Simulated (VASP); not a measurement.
## Cd: single point with PBE

Cd:

```
Cd
1.0
     2.35175    0.00000    0.00000
    -1.17587    2.03667    0.00000
     0.00000    0.00000    3.78306
Cd
2
Direct
  0.33333 0.66667 0.25000
  0.66667 0.33333 0.75000
```

| Quantity | Value |
| --- | --- |
| Program | VASP 6.6.1 |
| Task | single point |
| Functional | PBE |
| Potentials or basis | VASP PAW PBE potentials, release 64 (Cd_sv_GW) |
| Cutoff | 630 eV |
| k mesh | 15 × 15 × 8 |
| Occupations | fermi-dirac, width 0.08 eV |
| Spin | no spin polarisation |
| Dipole correction | no |
| Further INCAR settings | ALGO = Normal; EDIFF = 1e-06; NBANDS = 27 |

```json
{"Pressure": "515.7 GPa", "Band gap on the k mesh": "zero (bands 20 and 21 overlap by 3.04 eV)"}
```

Stress tensor (GPa, compression positive):
```
515.58   0.00   0.00
  0.00 515.58   0.00
  0.00   0.00 516.07
```

Levels at points of the mesh, in eV from the Fermi level:
| k point | band 16 | band 17 | band 18 | band 19 | band 20 | band 21 | band 22 | band 23 | band 24 | band 25 |
| --- | --- | --- | --- | --- | --- | --- | --- | --- | --- | --- |
| (0.00, 0.00, 0.00) | -15.65 | -15.65 | -13.06 | -13.06 | -9.34 | 0.39 | 9.16 | 12.00 | 12.68 | 18.62 |
| (0.00, 0.00, 0.50) | -15.94 | -13.79 | -13.79 | -13.79 | -13.79 | 7.97 | 7.97 | 11.42 | 11.42 | 16.71 |

It took 100 s on 1 thread of Intel(R) Xeon(R) Platinum 8259CL CPU @ 2.50GHz (Skylake/Cascade Lake) (shared host), peak memory 0.21 GiB.

Caveat: the cell stands under pressure.
